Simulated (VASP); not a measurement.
CuI: single point with PBE

The system is CuI.

```
Cu I
1.0
     0.00000    3.01203    3.01203
     3.01203    0.00000    3.01203
     3.01203    3.01203    0.00000
Cu I
1 1
Direct
  0.00000 0.00000 0.00000
  0.25000 0.25000 0.25000
```

- Program: VASP 6.6.1
- Task: single point
- Functional: PBE
- Potentials or basis: VASP PAW PBE potentials, release 64 (Cu, I)
- Cutoff: 520 eV
- k mesh: 8 × 8 × 8
- Occupations: fermi-dirac, width 0.02 eV
- Spin: no spin polarisation

```
Pressure               : 1.1 GPa
Band gap on the k mesh : 1.20 eV
```

Levels at points of the mesh, in eV from the valence-band top:
```
           k point  band 5  band 6  band 7  band 8  band 9  band 10  band 11  band 12  band 13  band 14
(0.00, 0.00, 0.00)   -1.93   -1.93    0.00    0.00    0.00     1.20     4.85     4.85     4.85     8.21
(0.50, 0.00, 0.00)   -1.90   -1.90   -1.86   -0.74   -0.74     2.17     5.39     5.39     7.44     9.20
(0.50, 0.50, 0.00)   -1.96   -1.87   -1.84   -1.56   -1.56     2.68     2.90     9.32     9.86     9.86
```

It took 34 s on 1 thread of Intel Xeon 8259CL, on a shared host, peak memory 0.18 GiB.

Caveat: spin-orbit coupling is left out, which moves the levels of the heavy elements.
